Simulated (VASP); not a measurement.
# In in VASP: single point with PBE

Aim: the single point of In with PBE.

Program: VASP 6.6.1. These are calculated values, not measurements. Logs are shortened: lines on timing, memory, paths and dates and some standing lists are left out, and cuts for length are marked.

### Step 1. The cell of the first run

The cell holds a sheet with vacuum, 2 atoms: a = 4.360 Å, b = 4.360 Å, c = 15.000 Å, α = 90.00°, β = 90.00°, γ = 90.29°.

### Step 2. Single point, PBE

The input, INCAR:

```
  PREC = Accurate
  ENCUT = 520
  EDIFF = 1E-7
  ISMEAR = 0
  SIGMA = 0.1
  LREAL = False
  LASPH = True
  NELM = 100
  ALGO = Normal
  ISIF = 2
  LWAVE = False
  LCHARG = True
  LDIPOL = True
  IDIPOL = 3
  DIPOL = 0.5 0.5 0.500
  GGA = PE
  LELF = True
  LVHAR = True
  LVACPOTAV = True
  NBANDS = 20
```

The input, KPOINTS:

```
regular mesh
0
Gamma
  4 4 1
```

The input, POSCAR:

```
In
1.0
    4.3599632000      0.0000000000      0.0000000000
   -0.0218670400      4.3599085100      0.0000000000
    0.0000000000      0.0000000000     15.0000000000
In
2
Direct
    0.2500000000      0.7500000000      0.4994290200
    0.7500000000      0.2500000000      0.5005709800
```

Potentials or basis: VASP PAW PBE potentials, release 64 (In_d).

Run with:

```console
> cat potpaw_PBE.64/In_d/POTCAR > POTCAR
> mpirun -np 1 vasp_std > vasp.out
```

OUTCAR:

```text
PREC = Accurate
   ENCUT = 520
   EDIFF = 1E-7
   ISMEAR = 0
   LREAL = False
   LASPH = True
   NELM = 100
   ISIF = 2
   GGA = PE

 ion  position               nearest neighbor table
   1  0.250  0.750  0.499-   2 3.08   2 3.08   2 3.09   2 3.09
   2  0.750  0.250  0.501-   1 3.08   1 3.08   1 3.09   1 3.09

  LATTYP: Found a base centered orthorhombic cell.
 ALAT       =     6.1504374242
 B/A-ratio  =     1.0050280588
 C/A-ratio  =     2.4388509248

  Lattice vectors:

 A1 = (   4.3599632000,   0.0000000000,   0.0000000000)
 A2 = (  -0.0218670400,   4.3599085100,   0.0000000000)
 A3 = (   0.0000000000,   0.0000000000,  15.0000000000)

Analysis of symmetry for initial positions (statically):
=====================================================================
 Subroutine PRICEL returns:
 Original cell was already a primitive cell.

 Routine SETGRP: Setting up the symmetry group for a
 base centered orthorhombic supercell.

 Subroutine GETGRP returns: Found  8 space group operations
 (whereof  4 operations were pure point group operations)
 out of a pool of  8 trial point group operations.

The static configuration has the point symmetry C_2h.
 The point group associated with its full space group is D_2h.

Analysis of symmetry for dynamics (positions and initial velocities):
=====================================================================
 Subroutine PRICEL returns:
 Original cell was already a primitive cell.

 Routine SETGRP: Setting up the symmetry group for a
 base centered orthorhombic supercell.

 Subroutine GETGRP returns: Found  8 space group operations
 (whereof  4 operations were pure point group operations)
 out of a pool of  8 trial point group operations.

The dynamic configuration has the point symmetry C_2h.
 The point group associated with its full space group is D_2h.

 Subroutine INISYM returns: Found  8 space group operations
 (whereof  4 operations are pure point group operations),
 and found     1 'primitive' translations

----------------------------------------------------------------------------------------

                                     Primitive cell

  volume of cell :     285.1356

  direct lattice vectors                    reciprocal lattice vectors
     4.359963200  0.000000000  0.000000000     0.229359734  0.001150349  0.000000000
    -0.021867040  4.359908510  0.000000000     0.000000000  0.229362611  0.000000000
     0.000000000  0.000000000 15.000000000     0.000000000  0.000000000  0.066666667

  length of vectors
[... 67 lines left out ...]
   NSW    =      0    number of steps for IOM
   IBRION =     -1    ionic relax: 0-MD 1-quasi-New 2-CG
   NFREE  =      0    steps in history (QN), initial steepest desc. (CG)
   ISIF   =      2    stress and relaxation
   ISYM   =      2    0-nonsym 1-usesym 2-fastsym
   POTIM  = 0.5000    time-step for ionic-motion
   TEBEG  =    0.0;   TEEND  =   0.0 temperature during run
   PSTRESS=    0.0 pullay stress
   NELECT =      26.0000    total number of electrons
   NUPDOWN=      -1.0000    fix difference up-down
   EMIN   =  10.00;   EMAX   =-10.00  energy-range for DOS
   EFERMI =   0.00;   METHOD = LEGACY
   ISMEAR =     0;   SIGMA  =   0.10  broadening in eV -4-tet -1-fermi 0-gaus
   EFERMI_NEDOS =   21; number of points for ismear=-14 and -15
   IALGO  =     38    algorithm
   IMIX   =      4    mixing-type and parameters
     AMIX     =   0.40;   BMIX     =  1.00
     AMIX_MAG =   1.60;   BMIX_MAG =  1.00
  volume/ion in A,a.u.               =     142.57       962.10
  Fermi-wavevector in a.u.,A,eV,Ry     =   0.736855  1.392454  7.387358  0.542956
  Thomas-Fermi vector in A             =   1.830396
   LORBIT       =      0    0 simple, 1 ext, 2 COOP (PROOUT), +10 PAW based schemes
   GGA     = PE    functional components
   LHFCALC =     F    Hartree Fock is set to
   AEXX    =    0.0000 exact exchange contribution
   IVDW    =     0    specifies the selected vdW correction
   LEPSILON=     F    determine dielectric tensor
   LRPA    =     F    only Hartree local field effects (RPA)
 non-spin polarized calculation
 Gauss-broadening in eV      SIGMA  =   0.10
  energy-cutoff  :      520.00
  volume of cell :      285.14
 maximum number of plane-waves:      7732
   NGX = 17   NGY = 17   NGZ = 55

 dipolmoment           0.000000      0.000000      0.000000 electrons x Angstroem

 number of electron      25.9999984 magnetization

 dipolmoment           0.000000      0.000000     -0.000000 electrons x Angstroem

 Free energy of the ion-electron system (eV)
  ---------------------------------------------------
  ext. energy  EPLUGINS =         0.00000000
  ---------------------------------------------------
  free energy    TOTEN  =        -3.99380939 eV

  energy without entropy =       -3.95450635  energy(sigma->0) =       -3.97415787

 E-fermi :  -1.7503     XC(G=0):  -2.9726

 val. band max:       -1.7910014300   @ k =   0.5000   0.2500   0.0000
 cond. band min:      -1.7499052907   @ k =   0.5000   0.2500   0.0000
 fundamental gap:      0.0410961392
 Fermi energy:        -1.7502640947

 k-point     1 :       0.0000    0.0000    0.0000
  band No.  band energies     occupation
      1     -16.7256      2.00000
      2     -16.5582      2.00000
      3     -16.5203      2.00000
      4     -16.4414      2.00000
      5     -16.4253      2.00000
      6     -16.2463      2.00000
[... 150 lines left out ...]
     19       5.0755      0.00000
     20       5.1017      0.00000

------------------------ aborting loop because EDIFF is reached ----------------------------------------

  FORCE on cell =-STRESS in cart. coord.  units (eV):
  Direction    XX          YY          ZZ          XY          YZ          ZX
  --------------------------------------------------------------------------------------
  -------------------------------------------------------------------------------------
  Total       -0.8889749     -0.8933583     -0.0215195     -0.4369727     -0.0000000      0.0000000
  in kB       -4.9951513     -5.0197811     -0.1209179     -2.4553503     -0.0000000      0.0000000
  external PRESSURE =      -3.3786168 kB  Pullay stress =       0.0000000 kB

 VOLUME and BASIS-vectors are now :
 -----------------------------------------------------------------------------
  energy-cutoff  :      520.00
  volume of cell :      285.14
      direct lattice vectors                 reciprocal lattice vectors
     4.359963200  0.000000000  0.000000000     0.229359734  0.001150349  0.000000000
    -0.021867040  4.359908510  0.000000000     0.000000000  0.229362611  0.000000000
     0.000000000  0.000000000 15.000000000     0.000000000  0.000000000  0.066666667

 POSITION                                       TOTAL-FORCE (eV/Angst)
 -----------------------------------------------------------------------------------
      1.07359      3.26993      7.49144         0.000000     -0.000000     -0.005285
      3.26451      1.08998      7.50856        -0.000000      0.000000      0.005285
 -----------------------------------------------------------------------------------
    total drift:                                0.000000      0.000000      0.000000

  FREE ENERGIE OF THE ION-ELECTRON SYSTEM (eV)
  ---------------------------------------------------
  free  energy   TOTEN  =        -3.9938093917 eV

  energy  without entropy=       -3.9545063454  energy(sigma->0) =       -3.97415787

 vacuum level on the upper side and lower side of the slab         2.152         2.152
```

stdout:

```text
POSCAR found type information on POSCAR In
 POSCAR found :  1 types and       2 ions
 scaLAPACK will be used
 LDA part: xc-table for (Slater+PW92), standard interpolation
 POSCAR, INCAR and KPOINTS ok, starting setup
 FFT: planning ... GRIDC
 FFT: planning ... GRID_SOFT
 FFT: planning ... GRID
 WAVECAR not read
 entering main loop
 -----------------------------------------------------------------------------
|                                                                             |
|           W    W    AA    RRRRR   N    N  II  N    N   GGGG   !!!           |
|           W    W   A  A   R    R  NN   N  II  NN   N  G    G  !!!           |
|           W    W  A    A  R    R  N N  N  II  N N  N  G       !!!           |
|           W WW W  AAAAAA  RRRRR   N  N N  II  N  N N  G  GGG   !            |
|           WW  WW  A    A  R   R   N   NN  II  N   NN  G    G                |
|           W    W  A    A  R    R  N    N  II  N    N   GGGG   !!!           |
|                                                                             |
|     Did not find any points to average over, which means that no vacuum     |
|     field-free region was found. Please increase the size of  your cell     |
|     in the dimension of the dipole correction to obtain accurate            |
|     workfunction values.                                                    |
|                                                                             |
 -----------------------------------------------------------------------------
```

Wall time 68 s (1 thread of AMD EPYC 7R43 (Zen 3), shared host); peak memory 0.28 GiB.

Results:

- Free energy: -3.9938 eV
- Largest force: 0.005 eV/Å
- Band gap on the k mesh: zero (band 13 reaches -0.66 eV, above the bottom of band 14 at -3.84 eV)

Forces in eV/Å, atoms in the order of the input:
```
In   0.000  0.000 -0.005
In   0.000  0.000  0.005
```

Caveat: the k points lie up to 0.36 Å⁻¹ apart; spin-orbit coupling is left out, which moves the levels of the heavy elements.
